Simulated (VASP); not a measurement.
# MnS (Fm-3m) in VASP: a series of runs, part 2 of 2

VASP 6.6.1.

## 4. Single point, PBE, collinear spin, ferromagnetic start (18.19 Å³/atom)

This run uses another cell than the first one, of 18.19 Å³/atom.

Contents of INCAR:

```
SYSTEM = MnS
ALGO     = Normal         ! electronic algorithm
EDIFF    = 1E-7           ! SCF threshold, eV
ENCUT    = 520            ! plane-wave cutoff, eV
GGA      = PE             ! functional
ISIF     = 2              ! what is computed and relaxed
ISMEAR   = 0              ! smearing method
ISPIN    = 2              ! spin polarisation
LASPH    = .True.         ! aspherical terms in the spheres
LCHARG   = .False.        ! write CHGCAR
LMAXMIX  = 4              ! l up to which the mixer works
LORBIT   = 11             ! projections on sites
LREAL    = .False.        ! projectors in reciprocal space
LWAVE    = .False.        ! write WAVECAR
MAGMOM   = 4.42 0.14      ! initial moments
NBANDS   = 20             ! bands
NELM     = 150            ! most SCF steps
PREC     = Accurate       ! precision mode
SIGMA    = 0.1            ! smearing width, eV
```

Contents of KPOINTS:

```
k-points
0
Gamma
  14 14 14
  0 0 0
```

Contents of POSCAR:

```
MnS
1.0
    0.0000000000      2.6298389537      2.6298389537
    2.6298389537      0.0000000000      2.6298389537
    2.6298389537      2.6298389537      0.0000000000
Mn S
1 1
Direct
    0.0000000000      0.0000000000      0.0000000000
    0.5000000000      0.5000000000      0.5000000000
```

Potentials or basis: VASP PAW PBE potentials, release 64 (Mn_pv, S).

Run with:

```bash
cat potpaw_PBE.64/Mn_pv/POTCAR potpaw_PBE.64/S/POTCAR > POTCAR
mpirun -np 1 vasp_std > vasp.out
```

OUTCAR:

```text
SYSTEM = MnS
   EDIFF = 1E-7
   ENCUT = 520
   GGA = PE
   ISIF = 2
   ISMEAR = 0
   ISPIN = 2
   LASPH = .True.
   LORBIT = 11
   LREAL = .False.
   NELM = 150
   PREC = Accurate

 ion  position               nearest neighbor table
   1  0.000  0.000  0.000-   2 2.63   2 2.63   2 2.63   2 2.63   2 2.63   2 2.63
   2  0.500  0.500  0.500-   1 2.63   1 2.63   1 2.63   1 2.63   1 2.63   1 2.63

  LATTYP: Found a face centered cubic cell.
 ALAT       =     5.2596779074

  Lattice vectors:

 A1 = (   0.0000000000,   2.6298389537,   2.6298389537)
 A2 = (   2.6298389537,   0.0000000000,   2.6298389537)
 A3 = (   2.6298389537,   2.6298389537,   0.0000000000)

Analysis of symmetry for initial positions (statically):
=====================================================================
 Subroutine PRICEL returns:
 Original cell was already a primitive cell.

 Routine SETGRP: Setting up the symmetry group for a
 face centered cubic supercell.

 Subroutine GETGRP returns: Found 48 space group operations
 (whereof 48 operations were pure point group operations)
 out of a pool of 48 trial point group operations.

The static configuration has the point symmetry O_h .

Analysis of symmetry for dynamics (positions and initial velocities):
=====================================================================
 Subroutine PRICEL returns:
 Original cell was already a primitive cell.

 Routine SETGRP: Setting up the symmetry group for a
 face centered cubic supercell.

 Subroutine GETGRP returns: Found 48 space group operations
 (whereof 48 operations were pure point group operations)
 out of a pool of 48 trial point group operations.

The dynamic configuration has the point symmetry O_h .

Analysis of structural, dynamic, and magnetic symmetry:
=====================================================================
 Subroutine PRICEL returns:
 Original cell was already a primitive cell.

 Routine SETGRP: Setting up the symmetry group for a
 face centered cubic supercell.

 Subroutine GETGRP returns: Found 48 space group operations
 (whereof 48 operations were pure point group operations)
 out of a pool of 48 trial point group operations.

The overall configuration has the point symmetry O_h .

 Subroutine INISYM returns: Found 48 space group operations
 (whereof 48 operations are pure point group operations),
 and found     1 'primitive' translations

----------------------------------------------------------------------------------------

                                     Primitive cell

  volume of cell :      36.3762

  direct lattice vectors                    reciprocal lattice vectors
     0.000000000  2.629838954  2.629838954    -0.190125711  0.190125711  0.190125711
     2.629838954  0.000000000  2.629838954     0.190125711 -0.190125711  0.190125711
     2.629838954  2.629838954  0.000000000     0.190125711  0.190125711 -0.190125711

  length of vectors
     3.719153915  3.719153915  3.719153915     0.329307391  0.329307391  0.329307391

  position of ions in fractional coordinates (direct lattice)
     0.000000000  0.000000000  0.000000000
     0.500000000  0.500000000  0.500000000

  ion indices of the primitive-cell ions
   primitive index   ion index
                 1           1
                 2           2

----------------------------------------------------------------------------------------

 KPOINTS: k-points

[... 57 lines left out ...]
 SYSTEM =  MnS
   PREC   = accura    normal or accurate (medium, high low for compatibility)
   ISTART =      0    job   : 0-new  1-cont  2-samecut
   ICHARG =      2    charge: 1-file 2-atom 10-const
   ISPIN  =      2    spin polarized calculation?
   LNONCOLLINEAR =      F non collinear calculations
   LSORBIT =      F    spin-orbit coupling
   LASPH  =      T    aspherical Exc in radial PAW
   ENCUT  =  520.0 eV  38.22 Ry    6.18 a.u.   6.92  6.92  6.92*2*pi/ulx,y,z
   NELM   =    150;   NELMIN=  2; NELMDL= -5     # of ELM steps
   EDIFF  = 0.1E-06   stopping-criterion for ELM
   LREAL  =      F    real-space projection
   EDIFFG = 0.1E-05   stopping-criterion for IOM
   NSW    =      0    number of steps for IOM
   IBRION =     -1    ionic relax: 0-MD 1-quasi-New 2-CG
   NFREE  =      0    steps in history (QN), initial steepest desc. (CG)
   ISIF   =      2    stress and relaxation
   ISYM   =      2    0-nonsym 1-usesym 2-fastsym
   POTIM  = 0.5000    time-step for ionic-motion
   TEBEG  =    0.0;   TEEND  =   0.0 temperature during run
   PSTRESS=    0.0 pullay stress
   NELECT =      19.0000    total number of electrons
   NUPDOWN=      -1.0000    fix difference up-down
   EMIN   =  10.00;   EMAX   =-10.00  energy-range for DOS
   EFERMI =   0.00;   METHOD = LEGACY
   ISMEAR =     0;   SIGMA  =   0.10  broadening in eV -4-tet -1-fermi 0-gaus
   EFERMI_NEDOS =   21; number of points for ismear=-14 and -15
   IALGO  =     38    algorithm
   IMIX   =      4    mixing-type and parameters
     AMIX     =   0.40;   BMIX     =  1.00
     AMIX_MAG =   1.60;   BMIX_MAG =  1.00
  volume/ion in A,a.u.               =      18.19       122.74
  Fermi-wavevector in a.u.,A,eV,Ry     =   1.318419  2.491451 23.650047  1.738229
  Thomas-Fermi vector in A             =   2.448390
   LORBIT       =     11    0 simple, 1 ext, 2 COOP (PROOUT), +10 PAW based schemes
   GGA     = PE    functional components
   LHFCALC =     F    Hartree Fock is set to
   AEXX    =    0.0000 exact exchange contribution
   IVDW    =     0    specifies the selected vdW correction
   LEPSILON=     F    determine dielectric tensor
   LRPA    =     F    only Hartree local field effects (RPA)
 spin polarized calculation
 Gauss-broadening in eV      SIGMA  =   0.10
  energy-cutoff  :      520.00
  volume of cell :       36.38
 maximum number of plane-waves:       993
   NGX = 13   NGY = 13   NGZ = 13

 number of electron      18.9999990 magnetization       4.7698507

 Free energy of the ion-electron system (eV)
  ---------------------------------------------------
  ext. energy  EPLUGINS =         0.00000000
  ---------------------------------------------------
  free energy    TOTEN  =       -14.04192709 eV

  energy without entropy =      -14.03672429  energy(sigma->0) =      -14.03932569

 E-fermi :   6.3228     XC(G=0): -10.4974

 val. band max:        6.3108715921   @ k =   0.4286   0.1429   0.0714
 cond. band min:       6.3239363706   @ k =  -0.2857   0.0714   0.0000
 fundamental gap:      0.0130647785
 Fermi energy:         6.3228164374

 spin component 1

 k-point     1 :       0.0000    0.0000    0.0000
  band No.  band energies     occupation
      1     -44.4148      1.00000
      2     -44.4148      1.00000
      3     -44.4148      1.00000
      4      -8.0588      1.00000
      5       2.9437      1.00000
      6       2.9437      1.00000
[... 541 lines left out ...]
     19      19.1500      0.00000
     20      22.2207      0.00000

 [... further k-points ...]

 spin component 2

 k-point     1 :       0.0000    0.0000    0.0000
  band No.  band energies     occupation
      1     -39.8330      1.00000
      2     -39.8330      1.00000
      3     -39.8330      1.00000
      4      -7.7663      1.00000
      5       4.7050      1.00000
      6       4.7050      1.00000
[... 541 lines left out ...]
     19      20.2547      0.00000
     20      22.7788      0.00000

 [... further k-points ...]
[... 5 lines left out ...]
  --------------------------------------------------------------------------------------
  -------------------------------------------------------------------------------------
  Total       -0.9860056     -0.9860056     -0.9860056      0.0000000      0.0000000      0.0000000
  in kB      -43.4282694    -43.4282694    -43.4282694      0.0000000      0.0000000      0.0000000
  external PRESSURE =     -43.4282694 kB  Pullay stress =       0.0000000 kB

 VOLUME and BASIS-vectors are now :
 -----------------------------------------------------------------------------
  energy-cutoff  :      520.00
  volume of cell :       36.38
      direct lattice vectors                 reciprocal lattice vectors
     0.000000000  2.629838954  2.629838954    -0.190125711  0.190125711  0.190125711
     2.629838954  0.000000000  2.629838954     0.190125711 -0.190125711  0.190125711
     2.629838954  2.629838954  0.000000000     0.190125711  0.190125711 -0.190125711

 POSITION                                       TOTAL-FORCE (eV/Angst)
 -----------------------------------------------------------------------------------
      0.00000      0.00000      0.00000         0.000000      0.000000      0.000000
      2.62984      2.62984      2.62984        -0.000000      0.000000     -0.000000
 -----------------------------------------------------------------------------------
    total drift:                               -0.000000      0.000000      0.000000

  FREE ENERGIE OF THE ION-ELECTRON SYSTEM (eV)
  ---------------------------------------------------
  free  energy   TOTEN  =       -14.0419270944 eV

  energy  without entropy=      -14.0367242861  energy(sigma->0) =      -14.03932569

 total charge

# of ion       s       p       d       tot
------------------------------------------
    1        0.210   6.153   4.917  11.280
    2        1.327   2.395   0.000   3.722
--------------------------------------------------
tot          1.537   8.548   4.917  15.002

 magnetization (x)

# of ion       s       p       d       tot
------------------------------------------
    1        0.051   0.037   4.213   4.301
    2        0.026   0.084   0.000   0.110
--------------------------------------------------
tot          0.077   0.122   4.213   4.411
```

Wall time 3.6 min (1 thread of Intel Xeon 8259CL, shared host); peak memory 0.25 GiB.

What came out:

```yaml
Free_energy: -14.0419 eV
Pressure: -4.3 GPa
Net_moment: 4.77 μB per cell
Site_moments: Mn +4.30; S +0.11 μB
Valence_electrons_inside_the_program's_atomic_spheres: Mn 11.28; S 3.72
```

Levels at points of the mesh, in eV from the Fermi level:
Spin up:
```tsv
k point	band 9	band 10	band 11	band 12	band 13	band 14	band 15	band 16
(0.00, 0.00, 0.00)	-3.28	-1.83	-1.83	-1.83	1.50	8.54	8.54	8.54
(0.50, 0.00, 0.00)	-2.90	-2.53	0.29	0.29	2.81	5.36	5.36	8.14
(0.50, 0.50, 0.00)	-3.05	-2.78	-2.78	-2.33	0.78	5.43	9.89	11.64
```
Spin down:
| k point | band 5 | band 6 | band 7 | band 8 | band 9 | band 10 |
| --- | --- | --- | --- | --- | --- | --- |
| (0.00, 0.00, 0.00) | -1.62 | -1.62 | -1.62 | 0.38 | 0.38 | 0.38 |
| (0.50, 0.00, 0.00) | -6.17 | -3.23 | -3.23 | 1.28 | 1.28 | 1.46 |
| (0.50, 0.50, 0.00) | -5.38 | -3.08 | -3.08 | -0.67 | 0.81 | 1.52 |

Caveat: the cell stands under tension; a cell with one magnetic atom can't hold antiferromagnetic order, which such compounds often take; semilocal functionals often make such compounds metallic where correlation or magnetic order opens a gap, which also shifts bond lengths. With open d or f shells a metallic result of PBE can be an artefact of self-interaction; +U or a hybrid may open a gap.

## 5. Single point, PBE, collinear spin, ferromagnetic start (17.53 Å³/atom)

This run uses another cell than the first one, of 17.53 Å³/atom.

Contents of INCAR:

```
  PREC = Accurate
  ENCUT = 520
  EDIFF = 1E-6
  ISMEAR = 0
  SIGMA = 0.1
  LREAL = F
  LASPH = T
  NELM = 150
  ALGO = Normal
  ISIF = 2
  LWAVE = F
  LCHARG = F
  ISPIN = 2
  MAGMOM = 4.42 0.14
  LORBIT = 11
  LMAXMIX = 4
  GGA = PE
  NBANDS = 20
```

Contents of KPOINTS:

```
Automatic mesh
0
Gamma
  14 14 14
```

Contents of POSCAR:

```
MnS
1.0
    0.0000000000      2.5975677309      2.5975677309
    2.5975677309      0.0000000000      2.5975677309
    2.5975677309      2.5975677309      0.0000000000
Mn S
1 1
Direct
    0.0000000000      0.0000000000      0.0000000000
    0.5000000000      0.5000000000      0.5000000000
```

Run with:

```bash
cat potpaw_PBE.64/Mn_pv/POTCAR potpaw_PBE.64/S/POTCAR > POTCAR
mpirun -np 1 vasp_std > vasp.out
```

It took 1.7 min on 1 thread of Intel Xeon Platinum 8259CL at 2.50GHz (Skylake/Cascade Lake), shared host; peak memory 0.24 GiB.

Results (log left out):

| Item | Value |
| --- | --- |
| Free energy | -14.0711 eV |
| Pressure | -2.8 GPa |
| Net moment | 4.67 μB per cell |
| Site moments | Mn +4.23; S +0.10 μB |
| Valence electrons inside the program's atomic spheres | Mn 11.31; S 3.73 |

Levels at points of the mesh, in eV from the Fermi level:
Spin up:
| k point | band 10 | band 11 | band 12 | band 13 | band 14 | band 15 |
| --- | --- | --- | --- | --- | --- | --- |
| (0.00, 0.00, 0.00) | -1.93 | -1.93 | -1.93 | 1.73 | 8.57 | 8.57 |
| (0.50, 0.00, 0.00) | -2.51 | 0.38 | 0.38 | 2.79 | 5.35 | 5.35 |
| (0.50, 0.50, 0.00) | -2.76 | -2.76 | -2.27 | 0.83 | 5.44 | 10.17 |
Spin down:
```csv
k point,band 4,band 5,band 6,band 7,band 8,band 9,band 10,band 11
"(0.00, 0.00, 0.00)",-14.39,-1.72,-1.72,-1.72,0.24,0.24,0.24,0.29
"(0.50, 0.00, 0.00)",-13.10,-6.47,-3.43,-3.43,1.22,1.22,1.41,3.15
"(0.50, 0.50, 0.00)",-12.94,-5.65,-3.25,-3.25,-0.88,0.72,1.46,1.46
```

Caveat: a cell with one magnetic atom can't hold antiferromagnetic order, which such compounds often take; semilocal functionals often make such compounds metallic where correlation or magnetic order opens a gap, which also shifts bond lengths.

## 6. Summary

```tsv
cell	gap on the mesh (eV)	pressure (GPa)	moment (μB)
a = 3.639 Å, angles 60.0°, 2 atoms	none	-1.6	4.58
a = 3.674 Å, angles 60.0°, 2 atoms	none	-2.8	4.67
a = 3.719 Å, angles 60.0°, 2 atoms	none	-4.3	4.77
```

Alike in all rows: task single point; level PBE; potentials or basis VASP PAW PBE potentials, release 64 (Mn_pv, S); spin collinear, ferromagnetic start; k mesh 14 × 14 × 14; cutoff (eV) 520; smearing gaussian 0.1 eV.

Caveats: a cell with one magnetic atom can't hold antiferromagnetic order, which such compounds often take; semilocal functionals often make such compounds metallic where correlation or magnetic order opens a gap, which also shifts bond lengths; the cell stands under tension (at least some runs).

Absolute energies hang on the potentials; compare differences alone.
